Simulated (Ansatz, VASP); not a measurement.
Lu: VASP beside Ansatz

```
CELL_PARAMETERS angstrom
-1.91034 1.91034 1.91034
1.91034 -1.91034 1.91034
1.91034 1.91034 -1.91034
ATOMIC_POSITIONS crystal
Lu 0.00000 0.00000 0.00000
```

Alike in both runs: task single point; functional PBEsol; k mesh 16 × 16 × 16; occupations fermi-dirac, width 0.05 eV; no spin polarisation.

```csv
,VASP,Ansatz
version,VASP 6.6.1,Ansatz 0.2.0
potentials or method,"VASP PAW PBE potentials, release 64 (Lu), cutoff 520 eV","all-electron LAPW, scalar-relativistic"
```

Ansatz gave:

| Property | Result |
| --- | --- |
| pressure (GPa) | 0.0 |

**Question.** Which values does VASP return?

**Answer.** Pressure (GPa): 0.1.

VASP's potentials were made for PBE, not for PBEsol. Ansatz ran all-electron here, and VASP with PAW potentials.

Neither program's run includes spin-orbit coupling.
